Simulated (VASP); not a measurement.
# La2O3 (P-3m1) in VASP: a series of runs, part 2 of 2

VASP 6.6.1.

### 5 Single point, PBEsol

Contents of INCAR:

```
SYSTEM = La2O3
ALGO = Normal ; EDIFF = 1E-6
ENCUT = 520 ; GGA = PS
ISIF = 2 ; ISMEAR = 0
LASPH = .True. ; LCHARG = .False.
LREAL = .False. ; LWAVE = .False.
NBANDS = 28 ; NELM = 80
PREC = Accurate ; SIGMA = 0.01
```

Contents of KPOINTS:

```
k-points
0
Gamma
  6 6 4
  0 0 0
```

Contents of POSCAR:

```
La2O3
1.0
    3.9307778800      0.0000000000      0.0000000000
   -1.9653889400      3.4041535000      0.0000000000
    0.0000000000      0.0000000000      6.1119535200
La O
2 3
Direct
    0.6666666698      0.3333333294      0.7537643202
    0.3333333302      0.6666666706      0.2462356798
    0.6666666698      0.3333333294      0.3541093503
    0.3333333302      0.6666666706      0.6458906497
    0.0000000000      0.0000000000      0.0000000000
```

Potentials or basis: VASP PAW PBE potentials, release 64 (La, O).

The run is started by

```console
cat potpaw_PBE.64/La/POTCAR potpaw_PBE.64/O/POTCAR > POTCAR
mpirun -np 1 vasp_std > vasp.out
```

OUTCAR:

```text
SYSTEM = La2O3
   EDIFF = 1E-6
   ENCUT = 520
   GGA = PS
   ISIF = 2
   ISMEAR = 0
   LASPH = .True.
   LREAL = .False.
   NELM = 80
   PREC = Accurate

 ion  position               nearest neighbor table
   1  0.667  0.333  0.754-   4 2.36   4 2.36   4 2.36   3 2.44   5 2.72   5 2.72   5 2.72
   2  0.333  0.667  0.246-   3 2.36   3 2.36   3 2.36   4 2.44   5 2.72   5 2.72   5 2.72
   3  0.667  0.333  0.354-   2 2.36   2 2.36   2 2.36   1 2.44
   4  0.333  0.667  0.646-   1 2.36   1 2.36   1 2.36   2 2.44
   5  0.000  0.000  0.000-   1 2.72   2 2.72   1 2.72   2 2.72   1 2.72   2 2.72

  LATTYP: Found a hexagonal cell.
 ALAT       =     3.9307778800
 C/A-ratio  =     1.5548966913

  Lattice vectors:

 A1 = (   3.9307778800,   0.0000000000,   0.0000000000)
 A2 = (  -1.9653889400,   3.4041535000,   0.0000000000)
 A3 = (   0.0000000000,   0.0000000000,   6.1119535200)

Analysis of symmetry for initial positions (statically):
=====================================================================
 Subroutine PRICEL returns:
 Original cell was already a primitive cell.

[... 174 lines left out ...]

 E-fermi :   5.8889     XC(G=0): -10.7226

 val. band max:        5.8187073196   @ k =   0.5000   0.0000   0.5000
 cond. band min:       9.5952085795   @ k =   0.3333   0.3333   0.0000
 fundamental gap:      3.7765012599
 Fermi energy:         5.8889117252

 k-point     1 :       0.0000    0.0000    0.0000
  band No.  band energies     occupation
      1     -23.9374      2.00000
      2     -23.6883      2.00000
      3     -11.0576      2.00000
      4      -9.7688      2.00000
      5      -9.3369      2.00000
      6      -7.4090      2.00000
[... 733 lines left out ...]
     27      11.2988      0.00000
     28      11.3302      0.00000

------------------------ aborting loop because EDIFF is reached ----------------------------------------

  FORCE on cell =-STRESS in cart. coord.  units (eV):
  Direction    XX          YY          ZZ          XY          YZ          ZX
  --------------------------------------------------------------------------------------
  -------------------------------------------------------------------------------------
  Total       -1.7063228     -1.7063228     -1.5112650      0.0000000      0.0000000      0.0000000
  in kB      -33.4275153    -33.4275153    -29.6062577      0.0000000      0.0000000      0.0000000
  external PRESSURE =     -32.1537628 kB  Pullay stress =       0.0000000 kB

 VOLUME and BASIS-vectors are now :
 -----------------------------------------------------------------------------
  energy-cutoff  :      520.00
  volume of cell :       81.78
      direct lattice vectors                 reciprocal lattice vectors
     3.930777880  0.000000000  0.000000000     0.254402571  0.146879393  0.000000000
    -1.965388940  3.404153500  0.000000000     0.000000000  0.293758786  0.000000000
     0.000000000  0.000000000  6.111953520     0.000000000  0.000000000  0.163613810

 POSITION                                       TOTAL-FORCE (eV/Angst)
 -----------------------------------------------------------------------------------
      1.96539      1.13472      4.60697        -0.000000      0.000000     -0.100813
     -0.00000      2.26944      1.50498         0.000000     -0.000000      0.100813
      1.96539      1.13472      2.16430        -0.000000      0.000000      0.003977
     -0.00000      2.26944      3.94765         0.000000      0.000000     -0.003977
      0.00000      0.00000      0.00000        -0.000000      0.000000      0.000000
 -----------------------------------------------------------------------------------
    total drift:                                0.000000     -0.000000     -0.000000

  FREE ENERGIE OF THE ION-ELECTRON SYSTEM (eV)
  ---------------------------------------------------
  free  energy   TOTEN  =       -43.6909905585 eV

  energy  without entropy=      -43.6909905585  energy(sigma->0) =      -43.69099056
```

stdout:

```text
POSCAR found type information on POSCAR LaO
 POSCAR found :  2 types and       5 ions
 scaLAPACK will be used
 -----------------------------------------------------------------------------
|                                                                             |
|                                                                             |
|     You enforced a specific xc type in the INCAR file but a different       |
|     I HOPE YOU KNOW WHAT YOU ARE DOING!                                     |
|                                                                             |
 -----------------------------------------------------------------------------

 LDA part: xc-table for (Slater+PW92), standard interpolation
 POSCAR, INCAR and KPOINTS ok, starting setup
 FFT: planning ... GRIDC
 FFT: planning ... GRID_SOFT
 FFT: planning ... GRID
 WAVECAR not read
 entering main loop
```

Run time: 46 s. Hardware: 1 thread of Intel Xeon 6975P-C (Granite Rapids), shared host; peak memory 0.22 GiB.

What came out:

```
Free energy            : -43.6910 eV
Pressure               : -3.2 GPa
Largest force          : 0.101 eV/Å
Band gap on the k mesh : 3.78 eV (least direct gap 3.88 eV)
```

Forces on the atoms (eV/Å):
```
La   0.000  0.000 -0.101
La   0.000  0.000  0.101
O    0.000  0.000  0.004
O    0.000  0.000 -0.004
O    0.000  0.000  0.000
```

Levels at points of the mesh, in eV from the valence-band top:
| k point | band 18 | band 19 | band 20 | band 21 | band 22 | band 23 |
| --- | --- | --- | --- | --- | --- | --- |
| (0.00, 0.00, 0.00) | -0.39 | -0.39 | -0.12 | 4.24 | 4.57 | 4.57 |
| (0.50, 0.00, 0.00) | -0.65 | -0.42 | -0.30 | 3.80 | 4.73 | 5.24 |
| (0.00, 0.00, 0.50) | -0.81 | -0.29 | -0.29 | 4.71 | 4.74 | 4.74 |
| (0.50, 0.00, 0.50) | -0.73 | -0.37 | 0.00 | 4.40 | 4.60 | 5.12 |

Caveat: the cell stands under tension; the PAW data sets were made with another functional, which shifts forces and pressure a little; spin-orbit coupling is left out, which moves the levels of the heavy elements.

### 6 Single point, RPBE

Contents of INCAR:

```
SYSTEM = La2O3
PREC = Accurate
ENCUT = 520
EDIFF = 1E-6
ISMEAR = 0
SIGMA = 0.01
LREAL = .False.
LASPH = .True.
NELM = 80
ALGO = Normal
ISIF = 2
LWAVE = .False.
LCHARG = .True.
GGA = RP
LELF = .True.
LVHAR = .True.
NBANDS = 28
```

Contents of KPOINTS:

```
regular mesh
0
Gamma
  6 6 4
  0 0 0
```

POSCAR is that of step 5.

Potentials or basis: VASP PAW PBE potentials, release 64 (La, O).

The run is started by

```console
cat potpaw_PBE.64/La/POTCAR potpaw_PBE.64/O/POTCAR > POTCAR
mpirun -np 1 vasp_std > vasp.out
```

OUTCAR:

```text
SYSTEM = La2O3
   PREC = Accurate
   ENCUT = 520
   EDIFF = 1E-6
   ISMEAR = 0
   LREAL = .False.
   LASPH = .True.
   NELM = 80
   ISIF = 2
   GGA = RP

 ion  position               nearest neighbor table
   1  0.667  0.333  0.754-   4 2.36   4 2.36   4 2.36   3 2.44   5 2.72   5 2.72   5 2.72
   2  0.333  0.667  0.246-   3 2.36   3 2.36   3 2.36   4 2.44   5 2.72   5 2.72   5 2.72
   3  0.667  0.333  0.354-   2 2.36   2 2.36   2 2.36   1 2.44
[... 948 lines left out ...]
  --------------------------------------------------------------------------------------
  -------------------------------------------------------------------------------------
  Total        2.3263758      2.3263758      2.4886997      0.0000000     -0.0000000     -0.0000000
  in kB       45.5745901     45.5745901     48.7545779      0.0000000     -0.0000000     -0.0000000
  external PRESSURE =      46.6345860 kB  Pullay stress =       0.0000000 kB

 VOLUME and BASIS-vectors are now :
 -----------------------------------------------------------------------------
  energy-cutoff  :      520.00
  volume of cell :       81.78
      direct lattice vectors                 reciprocal lattice vectors
     3.930777880  0.000000000  0.000000000     0.254402571  0.146879393  0.000000000
    -1.965388940  3.404153500  0.000000000     0.000000000  0.293758786  0.000000000
     0.000000000  0.000000000  6.111953520     0.000000000  0.000000000  0.163613810

 POSITION                                       TOTAL-FORCE (eV/Angst)
 -----------------------------------------------------------------------------------
      1.96539      1.13472      4.60697         0.000000      0.000000      0.039857
     -0.00000      2.26944      1.50498        -0.000000      0.000000     -0.039857
      1.96539      1.13472      2.16430        -0.000000     -0.000000     -0.021767
     -0.00000      2.26944      3.94765         0.000000      0.000000      0.021767
      0.00000      0.00000      0.00000        -0.000000      0.000000      0.000000
 -----------------------------------------------------------------------------------
    total drift:                                0.000000     -0.000000     -0.000000

  FREE ENERGIE OF THE ION-ELECTRON SYSTEM (eV)
  ---------------------------------------------------
  free  energy   TOTEN  =       -39.8572647407 eV

  energy  without entropy=      -39.8572647407  energy(sigma->0) =      -39.85726474
```

stdout:

```text
POSCAR found type information on POSCAR LaO
 POSCAR found :  2 types and       5 ions
 scaLAPACK will be used
 -----------------------------------------------------------------------------
|                                                                             |
|                                                                             |
|     You enforced a specific xc type in the INCAR file but a different       |
|     I HOPE YOU KNOW WHAT YOU ARE DOING!                                     |
|                                                                             |
 -----------------------------------------------------------------------------

 LDA part: xc-table for (Slater+PW92), standard interpolation
 POSCAR, INCAR and KPOINTS ok, starting setup
 FFT: planning ... GRIDC
 FFT: planning ... GRID_SOFT
 FFT: planning ... GRID
 WAVECAR not read
 entering main loop
```

Run time: 62 s. Hardware: 1 thread of Intel Xeon 6975P-C (Granite Rapids), shared host; peak memory 0.22 GiB.

What came out:

```yaml
Free_energy: -39.8573 eV
Pressure: 4.7 GPa
Largest_force: 0.040 eV/Å
Band_gap_on_the_k_mesh: 3.92 eV (least direct gap 4.09 eV)
```

Forces on the atoms (eV/Å):
```
La   0.000  0.000  0.040
La   0.000  0.000 -0.040
O    0.000  0.000 -0.022
O    0.000  0.000  0.022
O    0.000  0.000  0.000
```

Caveat: the cell stands under pressure; the PAW data sets were made with another functional, which shifts forces and pressure a little; spin-orbit coupling is left out, which moves the levels of the heavy elements. A k mesh can miss the band edges.

### 7 Summary

| level | gap on the mesh (eV) | pressure (GPa) | largest force (eV/Å) |
| --- | --- | --- | --- |
| revPBE | 3.91 | 3.8 | 0.03 |
| PBE | 3.86 | 1.6 | 0.01 |
| BLYP | 3.91 | 6.6 | 0.14 |
| PBEsol | 3.78 | -3.2 | 0.10 |
| RPBE | 3.92 | 4.7 | 0.04 |

Alike in all rows: task single point; potentials or basis VASP PAW PBE potentials, release 64 (La, O); no spin polarisation; cell as given; k mesh 6 × 6 × 4; cutoff (eV) 520; smearing gaussian 0.01 eV.

On the cell as given the gap runs from 3.78 eV (PBEsol) to 3.92 eV (RPBE). The pressure there spans -3.2 GPa (PBEsol) to 6.6 GPa (BLYP); a positive pressure means that this level wants a larger cell, a negative one a smaller.

Caveats: spin-orbit coupling is left out, which moves the levels of the heavy elements; the PAW data sets were made with another functional, which shifts forces and pressure a little (at least some runs); the cell stands under pressure (at least some runs); the cell stands under tension (at least some runs).

Total energies depend on the potentials used, so only differences within one code and one set of settings carry meaning.
